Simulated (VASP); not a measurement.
Runs of VASP 6.6.1 on KCl. The structure is that of space group Pm-3m (No. 221), or close to it. The cells are those of the table. 

| cell | gap on the mesh (eV) | pressure (GPa) |
| --- | --- | --- |
| a = 3.734 Å, 2 atoms | (c) | 0.7 |
| a = 3.987 Å, 2 atoms | 5.13 | (b) |
| a = 3.787 Å, 2 atoms | (a) | -0.3 |
| a = 3.939 Å, 2 atoms | 5.27 | -2.2 |
| a = 3.679 Å, 2 atoms | 6.24 | 2.0 |

Alike in all rows: task single point; level r2SCAN; potentials or basis VASP PAW PBE potentials, release 64 (K_sv, Cl); no spin polarisation; k mesh 5 × 5 × 5; cutoff (eV) 550; smearing gaussian 0.01 eV.

Estimate the missing entries.

(a) 5.79; (b) -2.6; (c) 6.00.

Caveats: the PAW data sets were made with another functional, which shifts forces and pressure a little; an odd mesh through Γ misses points on the zone boundary, where band edges can lie.
